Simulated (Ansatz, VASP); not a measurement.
**Two plane-wave programs on Mg7CoO8**

Contents of INCAR:

```
SYSTEM = Mg7CoO8
ALGO = Normal
EDIFF = 1E-6
ENCUT = 750
GGA_COMPAT = .False.
ISIF = 2
ISMEAR = 0
LASPH = .True.
LCHARG = .False.
LDAU = .True.
LDAUJ = 0 0 0
LDAUL = -1 2 -1
LDAUPRINT = 1
LDAUTYPE = 2
LDAUU = 0 3.2 0
LMAXMIX = 4
LREAL = Auto
LWAVE = .False.
NBANDS = 82
NELM = 200
PREC = Accurate
SIGMA = 0.01
```

The input KPOINTS:

```
k-points
0
Gamma
  2 2 2
  0 0 0
```

Contents of POSCAR:

```
Mg7CoO8
1.0
    0.0000000000      4.3481000000      4.3481000000
    4.3481000000      0.0000000000      4.3481000000
    4.3481000000      4.3481000000      0.0000000000
Mg Co O
7 1 8
Direct
    0.9878010300      0.0057530400      0.9997875400
    0.0118038800      0.9804527600      0.5056642300
    0.9940867800      0.4995929100      0.5018981300
    0.4854816700      0.0118115900      0.0032462600
    0.5000057000      0.0016869000      0.4901239900
    0.4926855500      0.5014766500      0.9922720000
    0.5042112800      0.4837419100      0.5051861700
    0.9925552600      0.4956245300      0.0071453000
    0.2465326700      0.2464134700      0.2544617500
    0.2505876800      0.2420425700      0.7473136800
    0.2398825400      0.7674873200      0.2447471300
    0.2519085200      0.7454308000      0.7508721200
    0.7450322800      0.2540688200      0.2419650800
    0.7568658400      0.2451120500      0.7499844900
    0.7513899700      0.7565027500      0.2479999100
    0.7497856600      0.7444421100      0.7378618100
```

Input for Ansatz:

```yaml
crystal:
  lattice:
    - [0.0, 4.3481, 4.3481]
    - [4.3481, 0.0, 4.3481]
    - [4.3481, 4.3481, 0.0]
  atoms:
    - { symbol: Mg, position: [0.98780103, 0.00575304, 0.99978754] }
    - { symbol: Mg, position: [0.01180388, 0.98045276, 0.50566423] }
    - { symbol: Co, position: [0.99255526, 0.49562453, 0.0071453] }
    - { symbol: Mg, position: [0.99408678, 0.49959291, 0.50189813] }
    - { symbol: Mg, position: [0.48548167, 0.01181159, 0.00324626] }
    - { symbol: Mg, position: [0.5000057, 0.0016869, 0.49012399] }
    - { symbol: Mg, position: [0.49268555, 0.50147665, 0.992272] }
    - { symbol: Mg, position: [0.50421128, 0.48374191, 0.50518617] }
    - { symbol: O, position: [0.24653267, 0.24641347, 0.25446175] }
    - { symbol: O, position: [0.25058768, 0.24204257, 0.74731368] }
    - { symbol: O, position: [0.23988254, 0.76748732, 0.24474713] }
    - { symbol: O, position: [0.25190852, 0.7454308, 0.75087212] }
    - { symbol: O, position: [0.74503228, 0.25406882, 0.24196508] }
    - { symbol: O, position: [0.75686584, 0.24511205, 0.74998449] }
    - { symbol: O, position: [0.75138997, 0.75650275, 0.24799991] }
    - { symbol: O, position: [0.74978566, 0.74444211, 0.73786181] }
hamiltonian:
  xc: lda
  pseudopotentials: { kind: paw }
  hubbard: { sites: [{ species: Co, l: d, u_eff: 3.2 }] }
basis:
  ecutwfc: 420
kpoints:
  mp_grid: { grid: [2, 2, 2] }
scf:
  occupations: { method: gaussian, width: 0.01 }
  lower_state_search: "off"
output:
  forces: true
  stress: true
```

Alike in both runs: task single point; functional LDA; k mesh 2 × 2 × 2; occupations gaussian, width 0.01 eV; no spin polarisation; Hubbard terms Co d U = 3.2 eV.

```csv
,VASP,Ansatz
version,VASP 6.6.1,Ansatz 0.2.0
potentials or method,"VASP PAW LDA potentials, release 64 (Mg_sv, Co_sv, O), cutoff 750 eV","PAW, plane waves, scalar-relativistic"
valence electrons in the cell,135,135
```

|  | VASP | Ansatz | Ansatz less VASP |
| --- | --- | --- | --- |
| pressure (GPa) | -19.6 | -19.5 | +0.14 |
| rms of the force components (eV/Å) | 0.322 | 0.310 | -0.0123 |

LDA's correlation is that of Perdew and Zunger in VASP and of Perdew and Wang (1992) in Ansatz. The programs project onto different local orbitals, so the same U acts differently, and such runs can settle in different states. Ansatz's warnings: filled band counts differ across k points.

The k mesh is coarse, so the values compare programs but aren't converged.
